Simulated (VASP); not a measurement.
Write the native input for VASP 6.6.1 that does the following.

* Task: single point
* Functional: r2SCAN
* Potentials or basis: VASP PAW PBE potentials, release 64 (Se)
* Cutoff: 520 eV
* k mesh: 6 × 6 × 4
* Occupations: gaussian, width 0.1 eV
* Spin: no spin polarisation
* Dipole correction: no
* Further INCAR settings: ALGO = Normal; EDIFF = 1e-06; NBANDS = 16

The system is Se.

```
Se
1.0
     4.35517    0.00000    0.00000
    -2.17758    3.77169    0.00000
     0.00000    0.00000    4.94945
Se
3
Cartesian
  0.9451 0.0000 0.8249
  -0.4725 0.8185 4.1245
  1.7050 2.9532 2.4747
```

The input as run:

POSCAR

```
Se
1.0
    4.3551696776      0.0000000000      0.0000000000
   -2.1775848388      3.7716875786      0.0000000000
    0.0000000000      0.0000000000      4.9494500000
Se
3
Direct
    0.2170000000      0.0000000000      0.1666666667
    0.0000000000      0.2170000000      0.8333333333
    0.7830000000      0.7830000000      0.5000000000
```

INCAR.step1

```
SYSTEM = Se
ALGO     = Normal         ! electronic algorithm
EDIFF    = 1E-4           ! SCF threshold, eV
ENCUT    = 520            ! plane-wave cutoff, eV
GGA      = PE             ! functional
ISMEAR   = 0              ! smearing method
LASPH    = .TRUE.         ! aspherical terms in the spheres
LCHARG   = .FALSE.        ! write CHGCAR
LREAL    = .FALSE.        ! projectors in reciprocal space
LWAVE    = .TRUE.         ! write WAVECAR
NBANDS   = 16             ! bands
NELM     = 100            ! most SCF steps
PREC     = Accurate       ! precision mode
SIGMA    = 0.1            ! smearing width, eV
```

INCAR.step2

```
SYSTEM = Se
ALGO     = Normal         ! electronic algorithm
EDIFF    = 1E-6           ! SCF threshold, eV
ENCUT    = 520            ! plane-wave cutoff, eV
ISIF     = 2              ! what is computed and relaxed
ISMEAR   = 0              ! smearing method
ISTART   = 1            
LASPH    = .TRUE.         ! aspherical terms in the spheres
LCHARG   = .FALSE.        ! write CHGCAR
LMIXTAU  = .TRUE.       
LREAL    = .FALSE.        ! projectors in reciprocal space
LWAVE    = .FALSE.        ! write WAVECAR
METAGGA  = R2SCAN         ! meta-GGA
NBANDS   = 16             ! bands
NELM     = 100            ! most SCF steps
PREC     = Accurate       ! precision mode
SIGMA    = 0.1            ! smearing width, eV
```

KPOINTS

```
k-points
0
G
  6 6 4
  0 0 0
```

Potentials or basis: VASP PAW PBE potentials, release 64 (Se).

The run is started by

```bash
$ cat potpaw_PBE.64/Se/POTCAR > POTCAR
$ cp INCAR.step1 INCAR
$ mpirun -np 1 vasp_std > vasp.out
$ cp INCAR.step2 INCAR
$ mpirun -np 1 vasp_std > vasp.out
```

It gave:

```yaml
Pressure: 4.0 GPa
Largest_force: 0.815 eV/Å
Band_gap_on_the_k_mesh: 1.21 eV, indirect (least direct gap 1.46 eV)
```

Caveat: the PAW data sets were made with another functional, which shifts forces and pressure a little.

It took 72 s on 1 thread of Intel(R) Xeon(R) Platinum 8488C (Sapphire Rapids), on a shared host, peak memory 0.2 GiB.
